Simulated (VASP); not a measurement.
# Mg2Si (Fm-3m) in VASP: further runs

Aim: see how the results for Mg2Si move with the level of theory and the settings. Levels: PBEsol, r2SCAN. Tasks: single point, relaxation of cell and atoms.

All numbers are computed with VASP 6.6.1; they aren't measurements. Logs are shortened: lines on timing, memory, paths and dates and some standing lists are left out, and cuts for length are marked.

## 1. The cell of the first run

The structure is cubic, space group Fm-3m (No. 225). The conventional cell has a = 6.327 Å, b = 6.327 Å, c = 6.327 Å, α = 90.00°, β = 90.00°, γ = 90.00°. Mg (site symmetry -43m) has 4 Si at 2.74 Å and 6 Mg at 3.16 Å within 3.6 Å. Si (site symmetry m-3m) has 8 Mg at 2.74 Å within 3.6 Å.

## 2. Single point, PBEsol

Input file INCAR:

```
SYSTEM = Mg2Si
PREC     = Accurate       ! precision mode
ENCUT    = 600            ! plane-wave cutoff, eV
EDIFF    = 1E-6           ! SCF threshold, eV
ISMEAR   = 0              ! smearing method
SIGMA    = 0.01           ! smearing width, eV
LREAL    = .False.        ! projectors in reciprocal space
LASPH    = .True.         ! aspherical terms in the spheres
NELM     = 120            ! most SCF steps
ALGO     = Normal         ! electronic algorithm
ISIF     = 2              ! what is computed and relaxed
LWAVE    = .False.        ! write WAVECAR
LCHARG   = .False.        ! write CHGCAR
GGA      = PS             ! functional
NBANDS   = 11             ! bands
GGA_COMPAT= .False.
```

Input file KPOINTS:

```
regular mesh
0
Gamma
  10 10 10
  0 0 0
```

Input file POSCAR:

```
Mg2Si
1.0
    0.0000000000      3.1633884222      3.1633884222
    3.1633884222      0.0000000000      3.1633884222
    3.1633884222      3.1633884222      0.0000000000
Mg Si
2 1
Direct
    0.2500000000      0.2500000000      0.2500000000
    0.7500000000      0.7500000000      0.7500000000
    0.0000000000      0.0000000000      0.0000000000
```

Potentials or basis: VASP PAW PBE potentials, release 64 (Mg, Si).

Run with:

```sh
> cat potpaw_PBE.64/Mg/POTCAR potpaw_PBE.64/Si/POTCAR > POTCAR
> mpirun -np 1 vasp_std > vasp.out
```

OUTCAR:

```text
SYSTEM = Mg2Si
   PREC = Accurate
   ENCUT = 600
   EDIFF = 1E-6
   ISMEAR = 0
   LREAL = .False.
   LASPH = .True.
   NELM = 120
   ISIF = 2
   GGA = PS

 ion  position               nearest neighbor table
   1  0.250  0.250  0.250-   3 2.74   3 2.74   3 2.74   3 2.74   2 3.16   2 3.16   2 3.16   2 3.16
                             2 3.16   2 3.16
   2  0.750  0.750  0.750-   3 2.74   3 2.74   3 2.74   3 2.74   1 3.16   1 3.16   1 3.16   1 3.16
                             1 3.16   1 3.16
   3  0.000  0.000  0.000-   2 2.74   2 2.74   2 2.74   1 2.74   1 2.74   1 2.74   2 2.74   1 2.74

  LATTYP: Found a face centered cubic cell.
 ALAT       =     6.3267768444

  Lattice vectors:

 A1 = (   0.0000000000,   3.1633884222,   3.1633884222)
 A2 = (   3.1633884222,   0.0000000000,   3.1633884222)
 A3 = (   3.1633884222,   3.1633884222,   0.0000000000)

Analysis of symmetry for initial positions (statically):
=====================================================================
 Subroutine PRICEL returns:
 Original cell was already a primitive cell.

 Routine SETGRP: Setting up the symmetry group for a
 face centered cubic supercell.

 Subroutine GETGRP returns: Found 48 space group operations
 (whereof 48 operations were pure point group operations)
 out of a pool of 48 trial point group operations.

The static configuration has the point symmetry O_h .

Analysis of symmetry for dynamics (positions and initial velocities):
=====================================================================
 Subroutine PRICEL returns:
 Original cell was already a primitive cell.

 Routine SETGRP: Setting up the symmetry group for a
 face centered cubic supercell.

 Subroutine GETGRP returns: Found 48 space group operations
 (whereof 48 operations were pure point group operations)
 out of a pool of 48 trial point group operations.

The dynamic configuration has the point symmetry O_h .

 Subroutine INISYM returns: Found 48 space group operations
 (whereof 48 operations are pure point group operations),
 and found     1 'primitive' translations

----------------------------------------------------------------------------------------

                                     Primitive cell

  volume of cell :      63.3122

  direct lattice vectors                    reciprocal lattice vectors
     0.000000000  3.163388422  3.163388422    -0.158058364  0.158058364  0.158058364
     3.163388422  0.000000000  3.163388422     0.158058364 -0.158058364  0.158058364
     3.163388422  3.163388422  0.000000000     0.158058364  0.158058364 -0.158058364

  length of vectors
     4.473706810  4.473706810  4.473706810     0.273765118  0.273765118  0.273765118

[... 95 lines left out ...]
   EMIN   =  10.00;   EMAX   =-10.00  energy-range for DOS
   EFERMI =   0.00;   METHOD = LEGACY
   ISMEAR =     0;   SIGMA  =   0.01  broadening in eV -4-tet -1-fermi 0-gaus
   EFERMI_NEDOS =   21; number of points for ismear=-14 and -15
   IALGO  =     38    algorithm
   IMIX   =      4    mixing-type and parameters
     AMIX     =   0.40;   BMIX     =  1.00
     AMIX_MAG =   1.60;   BMIX_MAG =  1.00
  volume/ion in A,a.u.               =      21.10       142.42
  Fermi-wavevector in a.u.,A,eV,Ry     =   0.821503  1.552415  9.182118  0.674867
  Thomas-Fermi vector in A             =   1.932673
   LORBIT       =      0    0 simple, 1 ext, 2 COOP (PROOUT), +10 PAW based schemes
   GGA     = PS    functional components
   LHFCALC =     F    Hartree Fock is set to
   AEXX    =    0.0000 exact exchange contribution
   IVDW    =     0    specifies the selected vdW correction
   LEPSILON=     F    determine dielectric tensor
   LRPA    =     F    only Hartree local field effects (RPA)
 non-spin polarized calculation
 Gauss-broadening in eV      SIGMA  =   0.01
  energy-cutoff  :      600.00
  volume of cell :       63.31
 maximum number of plane-waves:      2148
   NGX = 17   NGY = 17   NGZ = 17

 number of electron       8.0000000 magnetization

 Free energy of the ion-electron system (eV)
  ---------------------------------------------------
  ext. energy  EPLUGINS =         0.00000000
  ---------------------------------------------------
  free energy    TOTEN  =        -9.67238970 eV

  energy without entropy =       -9.67238970  energy(sigma->0) =       -9.67238970

 E-fermi :   3.6840     XC(G=0):  -8.9129

 val. band max:        3.6205446400   @ k =   0.0000   0.0000   0.0000
 cond. band min:       3.7327829769   @ k =   0.5000   0.5000   0.0000
 fundamental gap:      0.1122383369
 Fermi energy:         3.6839985258

 k-point     1 :       0.0000    0.0000    0.0000
  band No.  band energies     occupation
      1      -5.5483      2.00000
      2       3.6205      2.00000
      3       3.6205      2.00000
      4       3.6205      2.00000
      5       5.5023      0.00000
      6       6.1798      0.00000
      7       6.1798      0.00000
      8       6.1798      0.00000
      9       9.2552      0.00000
     10       9.2552      0.00000
     11      10.2134      0.00000
[... 309 lines left out ...]
 k-point    24 :       0.4000    0.3000    0.0000
  band No.  band energies     occupation
      1      -4.1574      2.00000
      2       0.0404      2.00000
      3       1.5827      2.00000
      4       1.9583      2.00000
      5       4.3885      0.00000
      6       4.9270      0.00000
      7       9.1059      0.00000
      8       9.1905      0.00000
      9      11.2514      0.00000
     10      11.4679      0.00000
     11      12.9149      0.00000

 [... further k-points ...]

------------------------ aborting loop because EDIFF is reached ----------------------------------------

  FORCE on cell =-STRESS in cart. coord.  units (eV):
  Direction    XX          YY          ZZ          XY          YZ          ZX
  --------------------------------------------------------------------------------------
  -------------------------------------------------------------------------------------
  Total       -0.0203382     -0.0203382     -0.0203382      0.0000000     -0.0000000     -0.0000000
  in kB       -0.5146785     -0.5146785     -0.5146785      0.0000000     -0.0000000     -0.0000000
  external PRESSURE =      -0.5146785 kB  Pullay stress =       0.0000000 kB

 VOLUME and BASIS-vectors are now :
 -----------------------------------------------------------------------------
  energy-cutoff  :      600.00
  volume of cell :       63.31
      direct lattice vectors                 reciprocal lattice vectors
     0.000000000  3.163388422  3.163388422    -0.158058364  0.158058364  0.158058364
     3.163388422  0.000000000  3.163388422     0.158058364 -0.158058364  0.158058364
     3.163388422  3.163388422  0.000000000     0.158058364  0.158058364 -0.158058364

 POSITION                                       TOTAL-FORCE (eV/Angst)
 -----------------------------------------------------------------------------------
      1.58169      1.58169      1.58169        -0.000000     -0.000000     -0.000000
      4.74508      4.74508      4.74508         0.000000      0.000000      0.000000
      0.00000      0.00000      0.00000         0.000000      0.000000      0.000000
 -----------------------------------------------------------------------------------
    total drift:                               -0.000000     -0.000000     -0.000000

  FREE ENERGIE OF THE ION-ELECTRON SYSTEM (eV)
  ---------------------------------------------------
  free  energy   TOTEN  =        -9.6723897009 eV

  energy  without entropy=       -9.6723897009  energy(sigma->0) =       -9.67238970
```

stdout:

```text
POSCAR found type information on POSCAR MgSi
 POSCAR found :  2 types and       3 ions
 scaLAPACK will be used
 -----------------------------------------------------------------------------
|                                                                             |
|                                                                             |
|     You enforced a specific xc type in the INCAR file but a different       |
|     I HOPE YOU KNOW WHAT YOU ARE DOING!                                     |
|                                                                             |
 -----------------------------------------------------------------------------

 LDA part: xc-table for (Slater+PW92), standard interpolation
 POSCAR, INCAR and KPOINTS ok, starting setup
 FFT: planning ... GRIDC
 FFT: planning ... GRID_SOFT
 FFT: planning ... GRID
 WAVECAR not read
 entering main loop
```

Wall time 25 s (1 thread of Intel Xeon 6975P-C, shared host); peak memory 0.22 GiB.

What came out:

```
Free energy            : -9.6724 eV
Pressure               : -0.1 GPa
Band gap on the k mesh : 0.11 eV, indirect (least direct gap 1.88 eV)
```

Levels at points of the mesh, in eV from the valence-band top:
| k point | band 1 | band 2 | band 3 | band 4 | band 5 | band 6 | band 7 | band 8 |
| --- | --- | --- | --- | --- | --- | --- | --- | --- |
| (0.00, 0.00, 0.00) | -9.17 | 0.00 | 0.00 | 0.00 | 1.88 | 2.56 | 2.56 | 2.56 |
| (0.50, 0.00, 0.00) | -7.71 | -4.82 | -0.71 | -0.71 | 1.28 | 2.52 | 2.52 | 4.94 |
| (0.50, 0.50, 0.00) | -7.15 | -4.47 | -1.97 | -1.97 | 0.11 | 0.41 | 7.94 | 7.94 |

Caveat: the PAW data sets were made with another functional, which shifts forces and pressure a little. A k mesh can miss the band edges.

## 3. Single point, r2SCAN

POSCAR is that of step 2.

Input file INCAR.step1:

```
SYSTEM = Mg2Si
  PREC = Accurate
  ENCUT = 660
  ISMEAR = 0
  SIGMA = 0.01
  LREAL = .FALSE.
  LASPH = .TRUE.
  NELM = 120
  NBANDS = 11
  GGA = PE
  ALGO = Normal
  EDIFF = 1E-5
  LWAVE = .TRUE.
  LCHARG = .FALSE.
  GGA_COMPAT = .FALSE.
```

Input file INCAR.step2:

```
SYSTEM = Mg2Si
  PREC = Accurate
  ENCUT = 660
  EDIFF = 1E-6
  ISMEAR = 0
  SIGMA = 0.01
  LREAL = .FALSE.
  LASPH = .TRUE.
  NELM = 120
  ALGO = Normal
  ISIF = 2
  LWAVE = .FALSE.
  LCHARG = .TRUE.
  METAGGA = R2SCAN
  LMIXTAU = .TRUE.
  LELF = .TRUE.
  LVHAR = .TRUE.
  NBANDS = 11
  ISTART = 1
  GGA_COMPAT = .FALSE.
```

Input file KPOINTS:

```
regular mesh
0
G
  10 10 10
  0 0 0
```

Potentials or basis: VASP PAW PBE potentials, release 64 (Mg, Si).

Run with:

```sh
> cat potpaw_PBE.64/Mg/POTCAR potpaw_PBE.64/Si/POTCAR > POTCAR
> cp INCAR.step1 INCAR
> mpirun -np 1 vasp_std > vasp.out
> cp INCAR.step2 INCAR
> mpirun -np 1 vasp_std > vasp.out
```

OUTCAR:

```text
SYSTEM = Mg2Si
   PREC = Accurate
   ENCUT = 660
   EDIFF = 1E-6
   ISMEAR = 0
   LREAL = .FALSE.
   LASPH = .TRUE.
   NELM = 120
   ISIF = 2
   METAGGA = R2SCAN
   ISTART = 1

 ion  position               nearest neighbor table
   1  0.250  0.250  0.250-   3 2.74   3 2.74   3 2.74   3 2.74   2 3.16   2 3.16   2 3.16   2 3.16
                             2 3.16   2 3.16
   2  0.750  0.750  0.750-   3 2.74   3 2.74   3 2.74   3 2.74   1 3.16   1 3.16   1 3.16   1 3.16
                             1 3.16   1 3.16
   3  0.000  0.000  0.000-   2 2.74   2 2.74   2 2.74   1 2.74   1 2.74   1 2.74   2 2.74   1 2.74

[... 535 lines left out ...]
  --------------------------------------------------------------------------------------
  -------------------------------------------------------------------------------------
  Total        0.0109414      0.0109414      0.0109414     -0.0000000      0.0000000      0.0000000
  in kB        0.2768822      0.2768822      0.2768822     -0.0000000      0.0000000      0.0000000
  external PRESSURE =       0.2768822 kB  Pullay stress =       0.0000000 kB

 VOLUME and BASIS-vectors are now :
 -----------------------------------------------------------------------------
  energy-cutoff  :      660.00
  volume of cell :       63.31
      direct lattice vectors                 reciprocal lattice vectors
     0.000000000  3.163388422  3.163388422    -0.158058364  0.158058364  0.158058364
     3.163388422  0.000000000  3.163388422     0.158058364 -0.158058364  0.158058364
     3.163388422  3.163388422  0.000000000     0.158058364  0.158058364 -0.158058364

 POSITION                                       TOTAL-FORCE (eV/Angst)
 -----------------------------------------------------------------------------------
      1.58169      1.58169      1.58169         0.000000      0.000000      0.000000
      4.74508      4.74508      4.74508        -0.000000     -0.000000     -0.000000
      0.00000      0.00000      0.00000         0.000000      0.000000     -0.000000
 -----------------------------------------------------------------------------------
    total drift:                               -0.000000      0.000000      0.000000

  FREE ENERGIE OF THE ION-ELECTRON SYSTEM (eV)
  ---------------------------------------------------
  free  energy   TOTEN  =       -17.6861842025 eV

  energy  without entropy=      -17.6861842025  energy(sigma->0) =      -17.68618420
```

OSZICAR.step1:

```text
N       E                     dE             d eps       ncg     rms          rms(c)
DAV:   1     0.556334717246E+01    0.55633E+01   -0.31310E+03  1034   0.646E+02
DAV:   2    -0.879866877841E+01   -0.14362E+02   -0.13456E+02  1274   0.709E+01
DAV:   3    -0.946320048952E+01   -0.66453E+00   -0.66119E+00  1359   0.118E+01
DAV:   4    -0.946842392668E+01   -0.52234E-02   -0.52225E-02  1199   0.123E+00
DAV:   5    -0.946848187937E+01   -0.57953E-04   -0.57952E-04  1294   0.137E-01    0.352E+00
DAV:   6    -0.898145628569E+01    0.48703E+00   -0.99850E-01  1142   0.335E+00    0.194E+00
DAV:   7    -0.891467907454E+01    0.66777E-01   -0.36762E-01  1205   0.219E+00    0.931E-01
DAV:   8    -0.891468335190E+01   -0.42774E-05   -0.14015E-02  1127   0.604E-01    0.258E-01
DAV:   9    -0.891453991776E+01    0.14343E-03   -0.53944E-04  1209   0.105E-01    0.131E-01
DAV:  10    -0.891461405088E+01   -0.74133E-04   -0.18284E-04  1183   0.602E-02    0.505E-02
DAV:  11    -0.891460587417E+01    0.81767E-05   -0.15367E-05   779   0.152E-02
   1 F= -.89146059E+01 E0= -.89146059E+01  d E =-.459923E-38
```

It took 2.2 min on 1 thread of Intel Xeon 6975P-C, shared host; peak memory 0.28 GiB.

Results:

- Free energy: -17.6862 eV
- Pressure: 0.0 GPa
- Band gap on the k mesh: 0.44 eV, indirect (least direct gap 2.49 eV)

Caveat: the PAW data sets were made with another functional, which shifts forces and pressure a little. A k mesh can miss the band edges.

## 4. Relaxation of cell and atoms, PBEsol

This run uses another cell than the first one, of 21.75 Å³/atom, 1.031 times its volume.

Input file INCAR:

```
SYSTEM = Mg2Si
PREC = Accurate ; ENCUT = 600
EDIFF = 1E-7 ; ISMEAR = 0
SIGMA = 0.01 ; LREAL = .FALSE.
LASPH = .TRUE. ; NELM = 120
ALGO = Normal ; ISIF = 3
LWAVE = .FALSE. ; LCHARG = .FALSE.
GGA = PS ; IBRION = 2
NSW = 100 ; EDIFFG = -0.005
GGA_COMPAT = .FALSE. ; NELMIN = 4
```

Input file KPOINTS:

```
Automatic mesh
0
G
  10 10 10
  0 0 0
```

Input file POSCAR:

```
Mg2Si
1.0
    0.0000000000      3.1955000000      3.1955000000
    3.1955000000      0.0000000000      3.1955000000
    3.1955000000      3.1955000000      0.0000000000
Mg Si
2 1
Direct
    0.2500000000      0.2500000000      0.2500000000
    0.7500000000      0.7500000000      0.7500000000
    0.0000000000      0.0000000000      0.0000000000
```

Run with:

```sh
> cat potpaw_PBE.64/Mg/POTCAR potpaw_PBE.64/Si/POTCAR > POTCAR
> mpirun -np 1 vasp_std > vasp.out
```

Run time: 44 s. Hardware: 1 thread of Intel Xeon 6975P-C, shared host; peak memory 0.24 GiB.

It converged, with:

* Free energy: -9.6724 eV
* Relaxed volume: 21.08 Å³/atom
* Relaxed cell: a = 4.472 Å, b = 4.472 Å, c = 4.472 Å, α = 60.00°, β = 60.00°, γ = 60.00°
* Space group after relaxing (to 0.05 Å): Fm-3m (No. 225)
* Energy gained by relaxing: 3.6 meV/atom
* Ionic steps: 3
* Pressure after relaxing: 0.0 GPa
* Band gap on the k mesh: 0.11 eV, indirect (least direct gap 1.89 eV)

The path:
```
step  energy change (eV)  largest force (eV/Å)  pressure (GPa)  volume (Å³)
   1              0.0000                0.0000           -1.66        65.26
   2             -0.0107                0.0000            0.09        63.15
   3             -0.0107                0.0000            0.00        63.25
```

Final structure:
```yaml
crystal:
  lattice:
    - [0.00000, 3.16236, 3.16236]
    - [3.16236, 0.00000, 3.16236]
    - [3.16236, 3.16236, 0.00000]
  atoms:
    - { symbol: Mg, position: [0.25000, 0.25000, 0.25000] }
    - { symbol: Mg, position: [0.75000, 0.75000, 0.75000] }
    - { symbol: Si, position: [0.00000, 0.00000, 0.00000] }
```

Levels at points of the mesh, in eV from the valence-band top:
| k point | band 1 | band 2 | band 3 | band 4 | band 5 | band 6 | band 7 | band 8 |
| --- | --- | --- | --- | --- | --- | --- | --- | --- |
| (0.00, 0.00, 0.00) | -9.17 | 0.00 | 0.00 | 0.00 | 1.89 | 2.56 | 2.56 | 2.56 |
| (0.50, 0.00, 0.00) | -7.72 | -4.82 | -0.71 | -0.71 | 1.29 | 2.52 | 2.52 | 4.94 |
| (0.50, 0.50, 0.00) | -7.15 | -4.47 | -1.97 | -1.97 | 0.11 | 0.41 | 7.95 | 7.95 |

Caveat: the PAW data sets were made with another functional, which shifts forces and pressure a little. A k mesh can miss the band edges.

## 5. Overview

```csv
task,level,cell,cutoff (eV),gap on the mesh (eV),pressure (GPa)
single point,PBEsol,"a = 4.474 Å, angles 60.0°, 3 atoms",600,0.11,-0.1
single point,r2SCAN,"a = 4.474 Å, angles 60.0°, 3 atoms",660,0.44,0.0
relaxation of cell and atoms,PBEsol,"relaxed from a = 4.519 Å, angles 60.0°, 3 atoms",600,0.11,0.0
```

Alike in all rows: potentials or basis VASP PAW PBE potentials, release 64 (Mg, Si); no spin polarisation; k mesh 10 × 10 × 10; smearing gaussian 0.01 eV.

Caveats: the PAW data sets were made with another functional, which shifts forces and pressure a little.

Total energies depend on the potentials used, so only differences within one code and one set of settings carry meaning.
